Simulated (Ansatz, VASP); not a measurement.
C in VASP and in Ansatz

```
C
1.0
     2.45545    0.00000    0.00000
    -1.22773    2.12648    0.00000
     0.00000    0.00000    6.73040
C
4
Cartesian
  0.0000 0.0000 1.6826
  0.0000 0.0000 5.0478
  0.0000 1.4177 1.6826
  1.2277 0.7088 5.0478
```

Alike in both runs: functional r2SCAN; dispersion D3(BJ); k mesh 21 × 21 × 6; occupations gaussian, width 0.1 eV; no spin polarisation.

Ansatz relaxed the structure, and its values are those at the end. VASP's run is a single point on that final structure, the one shown.

|  | VASP | Ansatz |
| --- | --- | --- |
| version | VASP 6.6.1 | Ansatz 0.2.0 |
| potentials or method | VASP PAW PBE potentials, release 64 (C), cutoff 520 eV | scalar-relativistic, plane waves, PAW |
| valence electrons in the cell | 16 | 16 |

|  | VASP | Ansatz | Ansatz less VASP |
| --- | --- | --- | --- |
| gap on the k mesh at the Fermi level (eV) | none | none | - |
| pressure (GPa) | 0.7 | 0.0 | -0.68 |

VASP's potentials were made for PBE, not for r2SCAN. A gap of «none» marks a metal or a gap that the smearing closes. Ansatz's warnings: dispersion damping borrowed.
